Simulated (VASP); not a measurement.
Input of a VASP 6.6.1 run:

The input INCAR:

```
SYSTEM = SiC
PREC = Accurate
ENCUT = 520
EDIFF = 1E-7
ISMEAR = 0
SIGMA = 0.01
LREAL = .False.
LASPH = .True.
NELM = 60
ALGO = Normal
ISIF = 2
LWAVE = .False.
LCHARG = .False.
GGA = PE
NBANDS = 11
```

File KPOINTS:

```
Automatic mesh
0
Gamma
  11 11 11
  0 0 0
```

POSCAR

```
SiC
1.0
    0.0000000000      2.1790000000      2.1790000000
    2.1790000000      0.0000000000      2.1790000000
    2.1790000000      2.1790000000      0.0000000000
Si C
1 1
Direct
    0.0000000000      0.0000000000      0.0000000000
    0.2500000000      0.2500000000      0.2500000000
```

Potentials or basis: VASP PAW PBE potentials, release 64 (Si, C).

Command:

```bash
$ cat potpaw_PBE.64/Si/POTCAR potpaw_PBE.64/C/POTCAR > POTCAR
$ mpirun -np 1 vasp_std > vasp.out
```

**Question.** Predict the band gap on the k mesh.

**Answer.** 1.45 eV, indirect (least direct gap 4.60 eV).

**Question.** Predict the pressure.

**Answer.** 3.2 GPa.

A k mesh can miss the band edges.
